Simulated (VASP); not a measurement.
Input of a VASP 6.6.1 run:

INCAR

```
  PREC = Accurate
  ENCUT = 520
  EDIFF = 1E-7
  ISMEAR = -1
  SIGMA = 0.02
  LREAL = Auto
  LASPH = True
  NELM = 60
  ALGO = Normal
  ISIF = 2
  LWAVE = False
  LCHARG = False
  GGA = PS
  NBANDS = 70
```

The input KPOINTS:

```
Automatic mesh
0
Gamma
  2 2 2
  0.5 0.5 0.5
```

The input POSCAR:

```
NaCl
1.0
    0.0000000000      5.6635000000     -5.6635000000
    5.6635000000      5.6635000000      0.0000000000
    5.6635000000      0.0000000000     -5.6635000000
Na Cl
8 8
Direct
    0.4874274742      0.0217770813      0.4883216209
    0.5175501015      0.4951674759      0.4920264854
   -0.0103397193      0.0075068421      0.5073491657
   -0.0039616845      0.4835372120      0.5244961596
    0.5007283482     -0.0117307319      0.0114937759
    0.5320275448      0.4947523616     -0.0243434272
    0.0134655249      0.0013805950     -0.0141783350
    0.0223254171      0.4933963097     -0.0052751832
    0.2473269180      0.7444137018      0.2424543127
    0.2458480622      0.2429150702      0.2624046085
    0.7323014037      0.7497724022      0.2673380418
    0.7633972808      0.2417348813      0.2254876843
    0.2451282776      0.7622325417      0.7577452106
    0.2451675642      0.2486159619      0.7582049086
    0.7299217798      0.7603082899      0.7507334687
    0.7525018098      0.2592241547      0.7486732586
```

Potentials or basis: VASP PAW PBE potentials, release 64 (Na_pv, Cl).

Run with:

```console
$ cat potpaw_PBE.64/Na_pv/POTCAR potpaw_PBE.64/Cl/POTCAR > POTCAR
$ mpirun -np 1 vasp_std > vasp.out
```

Estimate the pressure.

-0.3 GPa.

What does it give for the band gap on the k mesh?

5.28 eV.

What does it give for the largest force?

0.541 eV/Å.

Forces on the atoms (eV/Å):
```
Na  -0.083 -0.038 -0.265
Na   0.048 -0.156  0.206
Na  -0.240 -0.054  0.001
Na  -0.008  0.396  0.234
Na   0.041 -0.056  0.045
Na   0.445 -0.283  0.120
Na   0.117 -0.232 -0.132
Na   0.203 -0.072  0.088
Cl   0.107 -0.038 -0.228
Cl  -0.039  0.082  0.220
Cl  -0.213  0.206 -0.036
Cl   0.351  0.031 -0.171
Cl  -0.342 -0.125  0.095
Cl  -0.050  0.299 -0.064
Cl  -0.051  0.360 -0.175
Cl  -0.286 -0.319  0.062
```

Caveat: the atoms stand as in a frame of molecular dynamics; the PAW data sets were made with another functional, which shifts forces and pressure a little; a shifted mesh leaves out Γ, where band edges can lie. A k mesh can miss the band edges.
